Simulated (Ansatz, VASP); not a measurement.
**Zn2Si3N: VASP beside Ansatz**

The input INCAR:

```
SYSTEM = Zn2Si3N
PREC     = Accurate       ! precision mode
ENCUT    = 520            ! plane-wave cutoff, eV
EDIFF    = 1E-7           ! SCF threshold, eV
ISMEAR   = 0              ! smearing method
SIGMA    = 0.1            ! smearing width, eV
LREAL    = .FALSE.        ! projectors in reciprocal space
LASPH    = .TRUE.         ! aspherical terms in the spheres
NELM     = 150            ! most SCF steps
ALGO     = Normal         ! electronic algorithm
ISIF     = 2              ! what is computed and relaxed
LWAVE    = .FALSE.        ! write WAVECAR
LCHARG   = .FALSE.        ! write CHGCAR
ISPIN    = 2              ! spin polarisation
MAGMOM   = 0 0 0 0 0 1    ! initial moments
LORBIT   = 11             ! projections on sites
GGA      = PE             ! functional
NBANDS   = 34             ! bands
```

KPOINTS

```
Automatic mesh
0
G
  6 6 6
  0 0 0
```

POSCAR

```
Zn2Si3N
1.0
    5.3588144300      0.0000000000      0.0000000000
   -2.6794072200      4.6408694300      0.0000000000
    0.0000000000      0.0000000000      3.2346669300
Zn Si N
2 3 1
Direct
    0.3333333300      0.6666666700      0.0000000000
    0.6666666700      0.3333333300      0.0000000000
    0.5000000000      0.0000000000      0.5000000000
    0.5000000000      0.5000000000      0.5000000000
    0.0000000000      0.5000000000      0.5000000000
    0.0000000000      0.0000000000      0.0000000000
```

Input for Ansatz:

```yaml
crystal:
  lattice:
    - [5.35881443, 0.0, 0.0]
    - [-2.67940722, 4.64086943, 0.0]
    - [0.0, 0.0, 3.23466693]
  atoms:
    - { symbol: Zn, position: [0.33333333, 0.66666667, 0.0] }
    - { symbol: Zn, position: [0.66666667, 0.33333333, 0.0] }
    - { symbol: Si, position: [0.5, 0.0, 0.5] }
    - { symbol: Si, position: [0.5, 0.5, 0.5] }
    - { symbol: Si, position: [0.0, 0.5, 0.5] }
    - { symbol: "N", position: [0.0, 0.0, 0.0], spin: 1.0 }
basis:
  ecutwfc: 420
kpoints:
  mp_grid: { grid: [6, 6, 6] }
hamiltonian:
  xc: pbe
scf:
  occupations: { method: gaussian, width: 0.1 }
  lower_state_search: "off"
output:
  forces: true
  stress: true
  eigenvalues: true
  populations: true
magnetization:
  spin_polarized: true
```

Change from the starting cell: species swapped into the YCo3B2 type (P6/mmm, No. 191).

Alike in both runs: task single point; functional PBE; k mesh 6 × 6 × 6; occupations gaussian, width 0.1 eV; collinear spin.

```csv
,VASP,Ansatz
version,VASP 6.6.1,Ansatz 0.2.0
potentials or method,"VASP PAW PBE potentials, release 64 (Zn, Si, N), cutoff 520 eV","scalar-relativistic, plane waves, PAW"
valence electrons in the cell,41,41
```

|  | VASP | Ansatz | Ansatz less VASP |
| --- | --- | --- | --- |
| gap on the k mesh at the Fermi level (eV) | none | none | - |
| net moment per atom (μB) | 0.38 | 0.38 | 0.000 |
| size of the moment on the site where the two differ most (μB) | 1.44 | 2.02 | +0.581 |

Site moments also hang on the region over which each program counts them. A gap of «none» marks a metal or a gap that the smearing closes.
